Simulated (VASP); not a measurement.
Crystal: LaBi (rocksalt type).

```
La Bi
1.0
     0.00000    3.10723    3.10723
     3.10723    0.00000    3.10723
     3.10723    3.10723    0.00000
La Bi
1 1
Direct
  0.00000 0.00000 0.00000
  0.50000 0.50000 0.50000
```

- Program: VASP 6.6.1
- Task: relaxation of cell and atoms
- Functional: PBEsol
- Potentials or basis: VASP PAW PBE potentials, release 64 (La, Bi_d)
- Cutoff: 600 eV
- k mesh: 11 × 11 × 11
- Occupations: fermi-dirac, width 0.08 eV
- Spin: no spin polarisation

At the start: pressure 11.8 GPa; volume 30.00 Å³/atom.

Question: Where does the relaxation end?

Answer: Over 4 steps the energy falls by 166.3 meV/atom and the volume is 35.16 Å³/atom (+17.2 %); space group Fm-3m (No. 225, to 0.1 Å) before and after.

The path:
| step | energy change (eV) | largest force (eV/Å) | pressure (GPa) | volume (Å³) |
| --- | --- | --- | --- | --- |
| 1 | 0.0000 | 0.0000 | 11.83 | 60.00 |
| 2 | -0.1113 | 0.0000 | -5.67 | 81.37 |
| 3 | -0.3325 | 0.0000 | -0.15 | 70.53 |
| 4 | -0.3326 | 0.0000 | 0.01 | 70.31 |

Final structure:
```
La Bi
1.0
     0.00000    3.27593    3.27593
     3.27593    0.00000    3.27593
     3.27593    3.27593    0.00000
La Bi
1 1
Direct
  0.00000 0.00000 0.00000
  0.50000 0.50000 0.50000
```

Caveat: the volume moved by over 15 % at a fixed basis, so the end points are rough; the PAW data sets were made with another functional, which shifts forces and pressure a little.
